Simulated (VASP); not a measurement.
A run of VASP 6.6.1:

The input POSCAR:

```
Al3GaN4
1.0
    4.7533362760      0.0000000000      0.0000000000
    0.0000000000      4.7533362760      0.0000000000
    0.0000000000      0.0000000000      4.2251878009
Al Ga N
3 1 4
Direct
    0.5000000000      0.5000000000      0.0000000000
    0.5000000000      0.0000000000      0.5000000000
    0.0000000000      0.5000000000      0.5000000000
    0.0000000000      0.0000000000      0.0000000000
    0.7444581602      0.7444581602      0.2555418398
    0.7444581602      0.2555418398      0.7444581602
    0.2555418398      0.7444581602      0.7444581602
    0.2555418398      0.2555418398      0.2555418398
```

File INCAR.step1:

```
ALGO = Normal
EDIFF = 1E-4
ENCUT = 520
GGA = PE
ISMEAR = 0
LASPH = T
LCHARG = F
LREAL = F
LWAVE = T
NBANDS = 31
NELM = 80
PREC = Accurate
SIGMA = 0.05
```

Contents of INCAR.step2:

```
ALGO = Normal
EDIFF = 1E-7
ENCUT = 520
ISIF = 2
ISMEAR = 0
ISTART = 1
LASPH = T
LCHARG = T
LELF = T
LMIXTAU = T
LREAL = F
LVHAR = T
LWAVE = F
METAGGA = R2SCAN
NBANDS = 31
NELM = 80
PREC = Accurate
SIGMA = 0.05
```

File KPOINTS:

```
k-points
0
Gamma
  6 6 6
```

Potentials or basis: VASP PAW PBE potentials, release 64 (Al, Ga_d, N).

Launch:

```bash
$ cat potpaw_PBE.64/Al/POTCAR potpaw_PBE.64/Ga_d/POTCAR potpaw_PBE.64/N/POTCAR > POTCAR
$ cp INCAR.step1 INCAR
$ mpirun -np 1 vasp_std > vasp.out
$ cp INCAR.step2 INCAR
$ mpirun -np 1 vasp_std > vasp.out
```

Hardware: 1 thread of Intel Xeon 8259CL, with other jobs on the host.

Task: How long does it take, and how much memory?

Result: Run time: 7.8 min on 1 thread of Intel Xeon 8259CL (shared host), peak memory 0.27 GiB. Counts: k points 40.
